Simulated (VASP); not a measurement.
Crystal: Al3In5As8.

```
CELL_PARAMETERS angstrom
11.86061 0.00000 0.00000
0.00000 11.86061 0.00000
0.00000 0.00000 11.86061
ATOMIC_POSITIONS crystal
In 0.00139 0.00124 0.99981
In 0.99955 0.99987 0.50117
In 0.49944 0.00059 0.00151
In 0.49976 0.99948 0.49775
In 0.49913 0.50096 0.50098
In 0.25035 0.25159 0.99882
In 0.24902 0.24853 0.50111
In 0.74875 0.25011 0.00100
In 0.74801 0.24726 0.50056
In 0.74732 0.74932 0.50140
In 0.24868 0.00423 0.25024
In 0.25156 0.99950 0.75075
In 0.25156 0.49878 0.74988
In 0.75246 0.99932 0.24773
In 0.75006 0.99760 0.75015
In 0.00113 0.24993 0.25044
In 0.99699 0.24822 0.75046
In 0.49961 0.25211 0.24991
In 0.49881 0.24904 0.75177
In 0.50109 0.75131 0.75174
Al 0.00094 0.50028 0.99891
Al 0.00141 0.49891 0.50024
Al 0.49916 0.49922 0.99735
Al 0.24682 0.74975 0.00197
Al 0.24903 0.74806 0.49873
Al 0.74844 0.74942 0.00042
Al 0.24879 0.49814 0.24671
Al 0.74859 0.50148 0.25085
Al 0.74908 0.49766 0.74780
Al 0.00042 0.75171 0.25050
Al 0.00184 0.75021 0.75307
Al 0.49860 0.74928 0.24739
As 0.12528 0.12528 0.12591
As 0.12802 0.12299 0.62204
As 0.12548 0.62188 0.12709
As 0.12543 0.62297 0.62704
As 0.62469 0.12364 0.12535
As 0.62558 0.12623 0.62546
As 0.61902 0.62507 0.12228
As 0.62484 0.62257 0.62810
As 0.37545 0.37660 0.12499
As 0.37658 0.37156 0.62613
As 0.37780 0.87558 0.12615
As 0.37157 0.87481 0.62537
As 0.87552 0.37477 0.12429
As 0.87582 0.37570 0.62657
As 0.87530 0.87677 0.12153
As 0.87369 0.87732 0.62253
As 0.37340 0.12664 0.37419
As 0.37314 0.12518 0.87479
As 0.37472 0.62451 0.37640
As 0.37334 0.62591 0.87456
As 0.87443 0.12416 0.37245
As 0.87236 0.12654 0.87192
As 0.87229 0.62613 0.37664
As 0.87321 0.62392 0.87551
As 0.12652 0.37658 0.37472
As 0.12470 0.37582 0.87460
As 0.12414 0.87289 0.37877
As 0.12455 0.87594 0.87406
As 0.62845 0.37835 0.37293
As 0.61944 0.37579 0.87483
As 0.62398 0.87213 0.37674
As 0.62589 0.87499 0.87363
```

- Program: VASP 6.6.1
- Task: relaxation of volume and atoms at fixed shape
- Functional: PBEsol
- Potentials or basis: VASP PAW PBE potentials, release 64 (In_d, Al, As)
- Cutoff: 500 eV
- k mesh: 1 × 1 × 1, shifted
- Occupations: fermi-dirac, width 0.05 eV
- Spin: no spin polarisation

At the start: pressure 0.7 GPa; volume 26.07 Å³/atom.

Where does the relaxation end?

Over 14 steps the energy falls by 40.5 meV/atom and the volume is 26.10 Å³/atom (+0.1 %); space group P1 (No. 1, to 0.1 Å) before and after.

Step by step:
| step | energy change (eV) | largest force (eV/Å) | pressure (GPa) | volume (Å³) |
| --- | --- | --- | --- | --- |
| 1 | 0.0000 | 1.5732 | 0.72 | 1668.48 |
| 2 | -1.2722 | 0.8325 | -0.61 | 1696.90 |
| 3 | -1.4829 | 0.5926 | -1.28 | 1714.27 |
| 4 | -2.0779 | 0.5736 | 0.19 | 1668.68 |
| 5 | -2.1255 | 0.5663 | 0.82 | 1651.45 |
| 6 | -2.4847 | 0.2674 | 0.30 | 1662.57 |
| 7 | -2.5231 | 0.3180 | 0.09 | 1667.50 |
| 8 | -2.5720 | 0.1196 | -0.12 | 1672.78 |
| 9 | -2.5753 | 0.1142 | -0.18 | 1674.57 |
| 10 | -2.5855 | 0.0724 | 0.14 | 1666.06 |
| 11 | -2.5856 | 0.0736 | 0.10 | 1666.87 |
| 12 | -2.5915 | 0.0392 | 0.02 | 1669.08 |
| 13 | -2.5920 | 0.0476 | -0.01 | 1669.93 |
| 14 | -2.5942 | 0.0293 | -0.02 | 1670.20 |

Final structure:
```xyz
64
Lattice="11.8647 0.0000 0.0000 0.0000 11.8647 0.0000 0.0000 0.0000 11.8647" Properties=species:S:1:pos:R:3 pbc="T T T"
In   11.8611   11.7722   11.8638
In    0.0213   11.7844    5.9256
In    5.9260   11.7888    0.0380
In    5.9068   11.8025    5.9009
In    5.9302    5.9943    5.8825
In    2.9644    3.0496    0.0337
In    2.9295    3.0244    5.9079
In    8.8998    3.0715    0.0152
In    8.9302    3.0393    5.9344
In    8.9355    8.8234    5.9122
In    2.9619   11.7706    2.9675
In    2.9463   11.7734    8.9041
In    2.9276    6.0083    8.9205
In    8.9051   11.7708    2.9407
In    8.9186   11.8029    8.9205
In    0.0017    3.0714    2.9716
In   11.8431    3.0412    8.8977
In    5.9359    3.0585    2.9480
In    5.9620    3.0098    8.9394
In    5.9224    8.8558    8.9493
Al   11.8368    6.0278    0.0180
Al   11.8564    6.0107    5.9014
Al    5.9410    6.0149    0.0389
Al    2.9183    8.8218    0.0463
Al    2.8997    8.8283    5.8771
Al    8.9146    8.7969    0.0206
Al    2.9365    6.0254    2.9370
Al    8.9159    6.0180    2.9112
Al    8.9389    5.9790    8.9437
Al    0.0052    8.7987    2.9342
Al   11.8600    8.8146    8.9207
Al    5.8906    8.8134    2.9136
As    1.4704    1.4735    1.4959
As    1.4696    1.4834    7.4211
As    1.4608    7.4073    1.4776
As    1.3985    7.4781    7.3425
As    7.4194    1.4930    1.4815
As    7.4228    1.4643    7.4042
As    7.4177    7.4209    1.4887
As    7.4853    7.3412    7.5014
As    4.4496    4.6626    1.4990
As    4.4431    4.4927    7.4212
As    4.4185   10.1851    1.4662
As    4.3547   10.2246    7.3192
As   10.3907    4.6577    1.4790
As   10.3978    4.6564    7.4123
As   10.3892   10.1612    1.4771
As   10.4604   10.2600    7.4942
As    4.4333    1.5014    4.4163
As    4.4342    1.4648   10.4003
As    4.3617    7.4803    4.3661
As    4.4278    7.4246   10.5538
As   10.3890    1.4666    4.4364
As   10.3739    1.4985   10.4014
As   10.4474    7.3429    4.3497
As   10.3879    7.4145   10.3962
As    1.4948    4.6639    4.4488
As    1.3820    4.5762   10.4752
As    1.4434   10.1841    4.4089
As    1.4791   10.1651   10.3888
As    7.5205    4.5831    4.3532
As    7.4108    4.6569   10.4045
As    7.3239   10.2219    4.3576
As    7.5053   10.2678   10.4856
```

Caveat: the PAW data sets were made with another functional, which shifts forces and pressure a little.
